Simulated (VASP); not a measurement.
Write the native input for VASP 6.6.1 that does the following.

- Task: single point
- Functional: r2SCAN
- Potentials or basis: VASP PAW PBE potentials, release 64 (Ta_pv)
- Cutoff: 520 eV
- k mesh: 21 × 21 × 10
- Occupations: fermi-dirac, width 0.1 eV
- Spin: no spin polarisation
- Dipole correction: no
- Further INCAR settings: ALGO = Normal; EDIFF = 1e-06; NBANDS = 18

The system is Ta.

```
CELL_PARAMETERS angstrom
2.88577 0.00000 0.00000
-1.44288 2.49915 0.00000
0.00000 0.00000 5.12806
ATOMIC_POSITIONS crystal
Ta 0.33333 0.66667 0.25000
Ta 0.66667 0.33333 0.75000
```

This isn't the form of Ta at room conditions, which is bcc.

These files were run (other wordings do the same):

POSCAR

```
Ta
1.0
    2.8857679800      0.0000000000      0.0000000000
   -1.4428839900      2.4991483801      0.0000000000
    0.0000000000      0.0000000000      5.1280634899
Ta
2
Direct
    0.3333333333      0.6666666667      0.2500000000
    0.6666666667      0.3333333333      0.7500000000
```

INCAR.step1

```
PREC = Accurate
ENCUT = 520
ISMEAR = -1
SIGMA = 0.1
LREAL = False
LASPH = True
NELM = 80
NBANDS = 18
GGA = PE
ALGO = Normal
EDIFF = 1E-4
LWAVE = True
LCHARG = False
```

INCAR.step2

```
PREC = Accurate
ENCUT = 520
EDIFF = 1E-6
ISMEAR = -1
SIGMA = 0.1
LREAL = False
LASPH = True
NELM = 80
ALGO = Normal
ISIF = 2
LWAVE = False
LCHARG = False
METAGGA = R2SCAN
LMIXTAU = True
NBANDS = 18
ISTART = 1
```

KPOINTS

```
regular mesh
0
Gamma
  21 21 10
```

Potentials or basis: VASP PAW PBE potentials, release 64 (Ta_pv).

Launch:

```sh
$ cat potpaw_PBE.64/Ta_pv/POTCAR > POTCAR
$ cp INCAR.step1 INCAR
$ mpirun -np 1 vasp_std > vasp.out
$ cp INCAR.step2 INCAR
$ mpirun -np 1 vasp_std > vasp.out
```

Results of the run:

```yaml
Pressure: 0.7 GPa
Band_gap_on_the_k_mesh: zero (bands 11 and 12 overlap by 2.22 eV)
```

Caveat: the PAW data sets were made with another functional, which shifts forces and pressure a little; spin-orbit coupling is left out, which moves the levels of the heavy elements.

Wall time 15 min on 1 thread of Intel Xeon 8259CL, on a shared host, peak memory 0.3 GiB.
